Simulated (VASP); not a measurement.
**CdTe: single point with PBE**

Crystal: CdTe.

```
Cd Te
1.0
     0.00000    3.27996    3.27996
     3.27996    0.00000    3.27996
     3.27996    3.27996    0.00000
Cd Te
1 1
Direct
  0.00000 0.00000 0.00000
  0.25000 0.25000 0.25000
```

- Program: VASP 6.6.1
- Task: single point
- Functional: PBE
- Potentials or basis: VASP PAW PBE potentials, release 64 (Cd, Te)
- Cutoff: 520 eV
- k mesh: 6 × 6 × 6
- Occupations: gaussian, width 0.01 eV
- Spin: no spin polarisation

The pressure is 1.1 GPa and the band gap on the k mesh is 0.66 eV, direct.

Levels at points of the mesh, in eV from the valence-band top:
| k point | band 7 | band 8 | band 9 | band 10 | band 11 | band 12 |
| --- | --- | --- | --- | --- | --- | --- |
| (0.00, 0.00, 0.00) | 0.00 | 0.00 | 0.00 | 0.66 | 4.62 | 4.62 |
| (0.50, 0.00, 0.00) | -4.22 | -0.72 | -0.72 | 1.78 | 5.20 | 5.20 |
| (0.50, 0.50, 0.00) | -4.14 | -1.74 | -1.74 | 2.67 | 2.68 | 8.65 |

Run time: 43 s on 1 thread of AMD EPYC 7R13, on a shared host, peak memory 0.18 GiB.

Caveat: spin-orbit coupling is left out, which moves the levels of the heavy elements.
